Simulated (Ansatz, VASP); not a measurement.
# F: VASP beside Ansatz

File INCAR:

```
ALGO = Normal ; EDIFF = 1E-6
ENCUT = 520 ; ISIF = 2
ISMEAR = -1 ; LASPH = True
LCHARG = False ; LREAL = False
LWAVE = False ; NBANDS = 10
NELM = 100 ; PREC = Accurate
SIGMA = 0.08
```

File KPOINTS:

```
k-points
0
Gamma
  17 17 17
```

POSCAR

```
F
1.0
    1.8506178916      0.0000000000      0.0000000000
    0.0000000000      1.8506178916      0.0000000000
    0.0000000000      0.0000000000      1.8506178916
F
1
Direct
    0.0000000000      0.0000000000      0.0000000000
```

Input for Ansatz:

```yaml
crystal:
  lattice:
    - [1.8506178916, 0.0, 0.0]
    - [0.0, 1.8506178916, 0.0]
    - [0.0, 0.0, 1.8506178916]
  atoms:
    - { symbol: F, position: [0.0, 0.0, 0.0] }
kpoints:
  mp_grid: { grid: [17, 17, 17] }
scf:
  occupations: { method: fermi_dirac, width: 0.08 }
hamiltonian:
  xc: lda
  pseudopotentials: { kind: paw }
output:
  forces: true
  stress: true
  eigenvalues: true
  populations: true
  write_density: true
  write_potential: true
  elf: true
  volumetric_format: npy
```

Change from the starting cell: volume scaled by 0.7, PAW files.

Alike in both runs: task single point; functional LDA; k mesh 17 × 17 × 17; occupations fermi-dirac, width 0.08 eV; no spin polarisation.

|  | VASP | Ansatz |
| --- | --- | --- |
| version | VASP 6.6.1 | Ansatz 0.2.0 |
| potentials or method | VASP PAW LDA potentials, release 64 (F) | PAW with Ansatz's default frozen-core files, scalar-relativistic |
| plane-wave cutoff (eV) | 520 | 420 |
| valence electrons in the cell | 7 | 7 |

```tsv
	VASP	Ansatz	Ansatz less VASP
pressure (GPa)	92.6	92.6	+0.03
```

LDA's correlation is that of Perdew and Zunger in VASP and of Perdew and Wang (1992) in Ansatz. Both programs put the cell under a high pressure, so it lies far from rest at this level.

Noted on VASP's run: the cell as given lies far from equilibrium.
